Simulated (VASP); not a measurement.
# Ga3P2N (P6/mmm) in VASP: notebook

Ga3P2N is run at these levels: PBE; tasks: single point, relaxation of cell and atoms.

All numbers are computed with VASP 6.6.1; they aren't measurements. Logs are shortened: lines on timing, memory, paths and dates and some standing lists are left out, and cuts for length are marked.

### Step 1. The cell of the first run

Symmetry: P6/mmm, No. 191, hexagonal system. Conventional cell: a = 6.328 Å, b = 6.328 Å, c = 3.495 Å, α = 90.00°, β = 90.00°, γ = 120.00°. Ga (site symmetry mmm) has 4 P at 2.53 Å and 4 Ga at 3.16 Å within 3.3 Å. P (site symmetry -6m2) has 6 Ga at 2.53 Å within 3.3 Å. N (site symmetry 6/mmm) has 2 N at 3.49 Å and 12 Ga at 3.61 Å and 6 P at 3.65 Å within 4.6 Å.

The cell was generated, and may not be a known phase.

### Step 2. Single point, PBE, collinear spin, ferromagnetic start

INCAR reads:

```
ALGO = Normal
EDIFF = 1E-6
ENCUT = 520
GGA = PE
ISIF = 2
ISMEAR = 0
ISPIN = 2
LASPH = True
LCHARG = False
LORBIT = 11
LREAL = False
LWAVE = False
MAGMOM = 0 0 0 0 0 1
NBANDS = 40
NELM = 150
PREC = Accurate
SIGMA = 0.1
```

KPOINTS reads:

```
k-points
0
Gamma
  3 3 6
```

POSCAR reads:

```
Ga3P2N
1.0
    6.3283121890      0.0000000031      0.0000000000
   -3.1641560972      5.4804791172      0.0000000000
    0.0000000000      0.0000000000      3.4949062282
Ga P N
3 2 1
Direct
    0.0000000000      0.5000000000      0.0000000000
    0.5000000000      0.0000000000      0.0000000000
    0.5000000000      0.5000000000      0.0000000000
    0.3333333333      0.6666666667      0.5000000000
    0.6666666667      0.3333333333      0.5000000000
    0.0000000000      0.0000000000      0.5000000000
```

Potentials or basis: VASP PAW PBE potentials, release 64 (Ga_d, P, N).

Run with:

```sh
$ cat potpaw_PBE.64/Ga_d/POTCAR potpaw_PBE.64/P/POTCAR potpaw_PBE.64/N/POTCAR > POTCAR
$ mpirun -np 1 vasp_std > vasp.out
```

OUTCAR:

```text
EDIFF = 1E-6
   ENCUT = 520
   GGA = PE
   ISIF = 2
   ISMEAR = 0
   ISPIN = 2
   LASPH = True
   LORBIT = 11
   LREAL = False
   NELM = 150
   PREC = Accurate

 ion  position               nearest neighbor table
   1  0.000  0.500  0.000-   4 2.53   5 2.53   4 2.53   5 2.53
   2  0.500  0.000  0.000-   4 2.53   5 2.53   4 2.53   5 2.53
   3  0.500  0.500  0.000-   4 2.53   5 2.53   4 2.53   5 2.53
   4  0.333  0.667  0.500-   1 2.53   1 2.53   2 2.53   2 2.53   3 2.53   3 2.53
   5  0.667  0.333  0.500-   1 2.53   1 2.53   2 2.53   2 2.53   3 2.53   3 2.53
   6  0.000  0.000  0.500-

  LATTYP: Found a hexagonal cell.
 ALAT       =     6.3283121890
 C/A-ratio  =     0.5522651418

  Lattice vectors:

 A1 = (   6.3283121890,   0.0000000031,   0.0000000000)
 A2 = (  -3.1641560972,   5.4804791172,   0.0000000000)
 A3 = (   0.0000000000,   0.0000000000,   3.4949062282)

Analysis of symmetry for initial positions (statically):
=====================================================================
 Subroutine PRICEL returns:
 Original cell was already a primitive cell.

 Routine SETGRP: Setting up the symmetry group for a
 hexagonal supercell.

 Subroutine GETGRP returns: Found 24 space group operations
 (whereof 24 operations were pure point group operations)
 out of a pool of 24 trial point group operations.

The static configuration has the point symmetry D_6h.

Analysis of symmetry for dynamics (positions and initial velocities):
=====================================================================
 Subroutine PRICEL returns:
 Original cell was already a primitive cell.

 Routine SETGRP: Setting up the symmetry group for a
 hexagonal supercell.

 Subroutine GETGRP returns: Found 24 space group operations
 (whereof 24 operations were pure point group operations)
 out of a pool of 24 trial point group operations.

The dynamic configuration has the point symmetry D_6h.

Analysis of structural, dynamic, and magnetic symmetry:
=====================================================================
 Subroutine PRICEL returns:
 Original cell was already a primitive cell.

 Routine SETGRP: Setting up the symmetry group for a
 hexagonal supercell.

 Subroutine GETGRP returns: Found 24 space group operations
 (whereof 24 operations were pure point group operations)
 out of a pool of 24 trial point group operations.

The overall configuration has the point symmetry D_6h.

 Subroutine INISYM returns: Found 24 space group operations
 (whereof 24 operations are pure point group operations),
 and found     1 'primitive' translations

----------------------------------------------------------------------------------------

                                     Primitive cell

  volume of cell :     121.2110

  direct lattice vectors                    reciprocal lattice vectors
     6.328312189  0.000000003  0.000000000     0.158020017  0.091232899  0.000000000
    -3.164156097  5.480479117  0.000000000    -0.000000000  0.182465799  0.000000000
     0.000000000  0.000000000  3.494906228     0.000000000  0.000000000  0.286130710

  length of vectors
     6.328312189  6.328312189  3.494906228     0.182465799  0.182465799  0.286130710

  position of ions in fractional coordinates (direct lattice)
     0.000000000  0.500000000  0.000000000
     0.500000000  1.000000000  0.000000000
     0.500000000  0.500000000  0.000000000
     0.333333333  0.666666667  0.500000000
     0.666666667  0.333333333  0.500000000
     0.000000000  0.000000000  0.500000000

  ion indices of the primitive-cell ions
   primitive index   ion index
                 1           1
                 2           2
                 3           3
                 4           4
                 5           5
                 6           6

----------------------------------------------------------------------------------------

 KPOINTS: k-points

Automatic generation of k-mesh.
 Grid dimensions read from file:
 generate k-points for:    3    3    6

 Generating k-lattice:

  Cartesian coordinates                     Fractional coordinates (reciprocal lattice)
     0.052673339  0.030410966  0.000000000     0.333333333  0.000000000  0.000000000
    -0.000000000  0.060821933  0.000000000    -0.000000000  0.333333333  0.000000000
     0.000000000  0.000000000  0.047688452     0.000000000  0.000000000  0.166666667

  Length of vectors
     0.060821933  0.060821933  0.047688452

  Shift w.r.t. Gamma in fractional coordinates (k-lattice)
     0.000000000  0.000000000  0.000000000

 Subroutine IBZKPT returns following result:
 ===========================================

 Found     12 irreducible k-points:

 Following reciprocal coordinates:
            Coordinates               Weight
  0.000000  0.000000  0.000000      1.000000
  0.333333  0.000000  0.000000      6.000000
  0.333333  0.333333  0.000000      2.000000
  0.000000  0.000000  0.166667      2.000000
  0.333333  0.000000  0.166667     12.000000
  0.333333  0.333333  0.166667      4.000000
  0.000000  0.000000  0.333333      2.000000
  0.333333  0.000000  0.333333     12.000000
  0.333333  0.333333  0.333333      4.000000
  0.000000  0.000000  0.500000      1.000000
  0.333333  0.000000  0.500000      6.000000
  0.333333  0.333333  0.500000      2.000000
   k-points           NKPTS =     12   k-points in BZ     NKDIM =     12   number of bands    NBANDS=     40
   number of dos      NEDOS =    301   number of ions     NIONS =      6
   total plane-waves  NPLWV =  64512
   dimension x,y,z NGX =    48 NGY =   48 NGZ =   28
   dimension x,y,z NGXF=    96 NGYF=   96 NGZF=   56
   ions per type =               3   2   1
   NGX,Y,Z   is equivalent  to a cutoff of  12.61, 12.61, 13.32 a.u.
   NGXF,Y,Z  is equivalent  to a cutoff of  25.22, 25.22, 26.64 a.u.
 SYSTEM =  unknown system
   PREC   = accura    normal or accurate (medium, high low for compatibility)
   ISTART =      0    job   : 0-new  1-cont  2-samecut
   ICHARG =      2    charge: 1-file 2-atom 10-const
   ISPIN  =      2    spin polarized calculation?
   LNONCOLLINEAR =      F non collinear calculations
   LSORBIT =      F    spin-orbit coupling
   LASPH  =      T    aspherical Exc in radial PAW
   ENCUT  =  520.0 eV  38.22 Ry    6.18 a.u.  11.77 11.77  6.50*2*pi/ulx,y,z
   NELM   =    150;   NELMIN=  2; NELMDL= -5     # of ELM steps
   EDIFF  = 0.1E-05   stopping-criterion for ELM
   LREAL  =      F    real-space projection
   EDIFFG = 0.1E-04   stopping-criterion for IOM
   NSW    =      0    number of steps for IOM
   IBRION =     -1    ionic relax: 0-MD 1-quasi-New 2-CG
   NFREE  =      0    steps in history (QN), initial steepest desc. (CG)
   ISIF   =      2    stress and relaxation
   ISYM   =      2    0-nonsym 1-usesym 2-fastsym
   POTIM  = 0.5000    time-step for ionic-motion
   TEBEG  =    0.0;   TEEND  =   0.0 temperature during run
   PSTRESS=    0.0 pullay stress
   NELECT =      54.0000    total number of electrons
   NUPDOWN=      -1.0000    fix difference up-down
   EMIN   =  10.00;   EMAX   =-10.00  energy-range for DOS
   EFERMI =   0.00;   METHOD = LEGACY
   ISMEAR =     0;   SIGMA  =   0.10  broadening in eV -4-tet -1-fermi 0-gaus
   EFERMI_NEDOS =   21; number of points for ismear=-14 and -15
   IALGO  =     38    algorithm
   IMIX   =      4    mixing-type and parameters
     AMIX     =   0.40;   BMIX     =  1.00
     AMIX_MAG =   1.60;   BMIX_MAG =  1.00
  volume/ion in A,a.u.               =      20.20       136.33
  Fermi-wavevector in a.u.,A,eV,Ry     =   1.250332  2.362785 21.270406  1.563331
  Thomas-Fermi vector in A             =   2.384331
   LORBIT       =     11    0 simple, 1 ext, 2 COOP (PROOUT), +10 PAW based schemes
   GGA     = PE    functional components
   LHFCALC =     F    Hartree Fock is set to
   AEXX    =    0.0000 exact exchange contribution
   IVDW    =     0    specifies the selected vdW correction
   LEPSILON=     F    determine dielectric tensor
   LRPA    =     F    only Hartree local field effects (RPA)
 spin polarized calculation
 Gauss-broadening in eV      SIGMA  =   0.10
  energy-cutoff  :      520.00
  volume of cell :      121.21
 maximum number of plane-waves:      3307
 NGX is ok and might be reduce to    48
   NGX = 23   NGY = 23   NGZ = 13

 number of electron      54.0000016 magnetization       2.2764671

 Free energy of the ion-electron system (eV)
  ---------------------------------------------------
  ext. energy  EPLUGINS =         0.00000000
  ---------------------------------------------------
  free energy    TOTEN  =       -22.27716565 eV

  energy without entropy =      -22.26287745  energy(sigma->0) =      -22.27002155

 E-fermi :   4.1145     XC(G=0):  -9.6451

 val. band max:        4.1008039907   @ k =   0.3333   0.0000   0.3333
 cond. band min:       4.1154117084   @ k =   0.3333   0.0000   0.0000
 fundamental gap:      0.0146077177
 Fermi energy:         4.1144714903

 spin component 1

 k-point     1 :       0.0000    0.0000    0.0000
  band No.  band energies     occupation
      1     -11.3255      1.00000
      2     -11.1367      1.00000
      3     -11.1367      1.00000
      4     -11.1265      1.00000
      5     -11.1070      1.00000
      6     -11.1070      1.00000
[... 31 lines left out ...]
     38      11.4526      0.00000
     39      11.4526      0.00000

 k-point     2 :       0.3333    0.0000    0.0000
  band No.  band energies     occupation
      1     -11.2675      1.00000
      2     -11.1418      1.00000
      3     -11.1298      1.00000
      4     -11.1071      1.00000
      5     -11.1028      1.00000
      6     -11.0978      1.00000
[... 409 lines left out ...]
     38      10.6988      0.00000
     39      12.5680      0.00000

 k-point    12 :       0.3333    0.3333    0.5000
  band No.  band energies     occupation
      1     -11.2106      1.00000
      2     -11.2106      1.00000
      3     -11.1250      1.00000
      4     -11.1250      1.00000
      5     -11.1134      1.00000
      6     -11.0756      1.00000
[... 31 lines left out ...]
     38      11.7085      0.00000
     39      11.7085      0.00000
 Fermi energy:         4.1144714903

 spin component 2

 k-point     1 :       0.0000    0.0000    0.0000
  band No.  band energies     occupation
      1     -11.3274      1.00000
      2     -11.1430      1.00000
      3     -11.1430      1.00000
      4     -11.1245      1.00000
      5     -11.1162      1.00000
      6     -11.1162      1.00000
[... 31 lines left out ...]
     38      11.4055      0.00000
     39      11.4055      0.00000

 k-point     2 :       0.3333    0.0000    0.0000
  band No.  band energies     occupation
      1     -11.2713      1.00000
      2     -11.1494      1.00000
      3     -11.1369      1.00000
      4     -11.1163      1.00000
      5     -11.1040      1.00000
      6     -11.1010      1.00000
[... 409 lines left out ...]
     38      10.5842      0.00000
     39      12.7883      0.00000

 k-point    12 :       0.3333    0.3333    0.5000
  band No.  band energies     occupation
      1     -11.2070      1.00000
      2     -11.2070      1.00000
      3     -11.1321      1.00000
      4     -11.1321      1.00000
      5     -11.1201      1.00000
      6     -11.0822      1.00000
[... 31 lines left out ...]
     38      11.6395      0.00000
     39      11.6395      0.00000
 [bands above 39 left out]

------------------------ aborting loop because EDIFF is reached ----------------------------------------

  FORCE on cell =-STRESS in cart. coord.  units (eV):
  Direction    XX          YY          ZZ          XY          YZ          ZX
  --------------------------------------------------------------------------------------
  -------------------------------------------------------------------------------------
  Total        0.3257684      0.3257684      0.2305271     -0.0000000      0.0000000      0.0000000
  in kB        4.3060359      4.3060359      3.0471275     -0.0000000      0.0000000      0.0000000
  external PRESSURE =       3.8863998 kB  Pullay stress =       0.0000000 kB

 VOLUME and BASIS-vectors are now :
 -----------------------------------------------------------------------------
  energy-cutoff  :      520.00
  volume of cell :      121.21
      direct lattice vectors                 reciprocal lattice vectors
     6.328312189  0.000000003  0.000000000     0.158020017  0.091232899  0.000000000
    -3.164156097  5.480479117  0.000000000    -0.000000000  0.182465799  0.000000000
     0.000000000  0.000000000  3.494906228     0.000000000  0.000000000  0.286130710

 POSITION                                       TOTAL-FORCE (eV/Angst)
 -----------------------------------------------------------------------------------
     -1.58208      2.74024      0.00000        -0.000000     -0.000000      0.000000
      3.16416      0.00000      0.00000        -0.000000     -0.000000      0.000000
      1.58208      2.74024      0.00000        -0.000000     -0.000000      0.000000
     -0.00000      3.65365      1.74745         0.000000     -0.000000      0.000000
      3.16416      1.82683      1.74745        -0.000000      0.000000      0.000000
      0.00000      0.00000      1.74745        -0.000000     -0.000000      0.000000
 -----------------------------------------------------------------------------------
    total drift:                               -0.000000      0.000000      0.000000

  FREE ENERGIE OF THE ION-ELECTRON SYSTEM (eV)
  ---------------------------------------------------
  free  energy   TOTEN  =       -22.2771656512 eV

  energy  without entropy=      -22.2628774474  energy(sigma->0) =      -22.27002155

 total charge

# of ion       s       p       d       tot
------------------------------------------
    1        0.978   0.560   9.992  11.530
    2        0.978   0.560   9.992  11.530
    3        0.978   0.560   9.992  11.530
    4        1.070   1.410   0.000   2.479
    5        1.070   1.410   0.000   2.479
    6        1.349   1.960   0.000   3.310
--------------------------------------------------
tot          6.424   6.459  29.975  42.858

 magnetization (x)

# of ion       s       p       d       tot
------------------------------------------
    1       -0.001  -0.020   0.001  -0.021
    2       -0.001  -0.020   0.001  -0.021
    3       -0.001  -0.020   0.001  -0.021
    4        0.002   0.031   0.000   0.033
    5        0.002   0.031   0.000   0.033
    6        0.033   1.532   0.000   1.564
--------------------------------------------------
tot          0.032   1.534   0.002   1.568
```

Run time: 1.9 min. Hardware: 1 thread of Intel Xeon Platinum 8559C (Emerald Rapids), shared host; peak memory 0.34 GiB.

What came out:

```
Free energy                                           : -22.2772 eV
Pressure                                              : 0.4 GPa
Net moment                                            : 2.28 μB per cell
Site moments                                          : Ga -0.02; P +0.03; N +1.56 μB
Valence electrons inside the program's atomic spheres : Ga 11.53; P 2.48; N 3.31
```

Stress tensor (GPa, compression positive):
```
0.43 0.00 0.00
0.00 0.43 0.00
0.00 0.00 0.30
```

Caveat: the k points lie up to 0.38 Å⁻¹ apart.

### Step 3. Relaxation of cell and atoms, PBE, collinear spin, ferromagnetic start

This run uses another cell than the first one, of 17.18 Å³/atom.

INCAR reads:

```
ALGO = Normal ; EDIFF = 1E-6
EDIFFG = -0.04 ; ENCUT = 600
GGA = PE ; IBRION = 2
ISIF = 3 ; ISMEAR = 0
ISPIN = 2 ; LASPH = True
LCHARG = False ; LORBIT = 11
LREAL = False ; LWAVE = False
MAGMOM = 0 0 0 0 0 1 ; NELM = 150
NSW = 90 ; PREC = Accurate
SIGMA = 0.1
```

KPOINTS is that of step 2.

POSCAR reads:

```
Ga3P2N
1.0
    5.8975350500      0.0000000000      0.0000000000
   -2.9487675300      5.1074151800      0.0000000000
    0.0000000000      0.0000000000      3.4216872700
Ga P N
3 2 1
Direct
    0.0000000000      0.5000000000      0.0000000000
    0.5000000000      0.0000000000      0.0000000000
    0.5000000000      0.5000000000      0.0000000000
    0.3333333300      0.6666666700      0.5000000000
    0.6666666700      0.3333333300      0.5000000000
    0.0000000000      0.0000000000      0.5000000000
```

Potentials or basis: VASP PAW PBE potentials, release 64 (Ga_d, P, N).

Run with:

```sh
$ cat potpaw_PBE.64/Ga_d/POTCAR potpaw_PBE.64/P/POTCAR potpaw_PBE.64/N/POTCAR > POTCAR
$ mpirun -np 1 vasp_std > vasp.out
```

Wall time 5.9 min (1 thread of Intel Xeon Platinum 8559C (Emerald Rapids), shared host); peak memory 0.32 GiB.

It converged, with:

```yaml
Free_energy: -22.2740 eV
Relaxed_volume: 20.36 Å³/atom
Relaxed_cell: a = 6.351 Å, b = 6.351 Å, c = 3.497 Å, α = 90.00°, β = 90.00°, γ = 120.00°
Space_group_after_relaxing_to_0.1_Å: P6/mmm (No. 191)
Energy_gained_by_relaxing: 95.1 meV/atom
Ionic_steps: 6
Pressure_after_relaxing: 0.0 GPa
Net_moment: 2.27 μB per cell
Site_moments: Ga -0.02; P +0.03; N +1.57 μB
Valence_electrons_inside_the_program's_atomic_spheres: Ga 11.52; P 2.48; N 3.31
```

The path:
```tsv
step	energy change (eV)	largest force (eV/Å)	pressure (GPa)	volume (Å³)
1	0.0000	0.0000	10.44	103.07
2	-0.5407	0.0000	-0.06	120.66
3	-0.5412	0.0000	-0.31	121.31
4	-0.5685	0.0000	0.17	121.38
5	-0.5700	0.0000	0.31	121.39
6	-0.5707	0.0000	0.00	122.14
```

Final structure:
```yaml
crystal:
  lattice:
    - [6.35066, 0.00000, 0.00000]
    - [-3.17533, 5.49983, 0.00000]
    - [0.00000, 0.00000, 3.49708]
  atoms:
    - { symbol: Ga, position: [0.00000, 0.50000, 0.00000] }
    - { symbol: Ga, position: [0.50000, 0.00000, 0.00000] }
    - { symbol: Ga, position: [0.50000, 0.50000, 0.00000] }
    - { symbol: P, position: [0.33333, 0.66667, 0.50000] }
    - { symbol: P, position: [0.66667, 0.33333, 0.50000] }
    - { symbol: N, position: [0.00000, 0.00000, 0.50000] }
```

Levels at points of the mesh, in eV from the Fermi level:
Spin up:
```csv
k point,band 26,band 27,band 28,band 29,band 30,band 31
"(0.00, 0.00, 0.00)",-1.53,-1.24,-0.16,2.76,2.79,2.79
"(0.00, 0.00, 0.50)",-2.73,-2.67,-0.51,-0.51,-0.07,-0.07
```
Spin down:
```tsv
k point	band 23	band 24	band 25	band 26	band 27	band 28	band 29	band 30
(0.00, 0.00, 0.00)	-2.29	-1.25	-0.15	0.55	0.55	1.47	2.78	3.40
(0.00, 0.00, 0.50)	-3.99	-3.99	-1.22	-1.22	-0.28	-0.20	-0.20	1.32
```

Caveat: the k points lie up to 0.38 Å⁻¹ apart in the final cell; the volume moved by over 15 % at a fixed basis, so the end points are rough.
